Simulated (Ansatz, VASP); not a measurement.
## One calculation of Sc, two programs

```xyz
1
Lattice="0.0000 2.1993 2.1993 2.1993 0.0000 2.1993 2.1993 2.1993 0.0000" Properties=species:S:1:pos:R:3 pbc="T T T"
Sc    0.0000    0.0000    0.0000
```

Change from the starting cell: volume scaled by 0.9, LAPW.

Alike in both runs: task single point; functional PBEsol; k mesh 14 × 14 × 14; occupations fermi-dirac, width 0.08 eV; no spin polarisation.

|  | VASP | Ansatz |
| --- | --- | --- |
| version | VASP 6.6.1 | Ansatz 0.2.0 |
| potentials or method | VASP PAW PBE potentials, release 64 (Sc_sv), cutoff 520 eV | all-electron LAPW, scalar-relativistic |

```tsv
	VASP	Ansatz	Ansatz less VASP
pressure (GPa)	6.7	6.7	-0.03
```

VASP's potentials were made for PBE, not for PBEsol. Ansatz ran all-electron here, and VASP with PAW potentials.
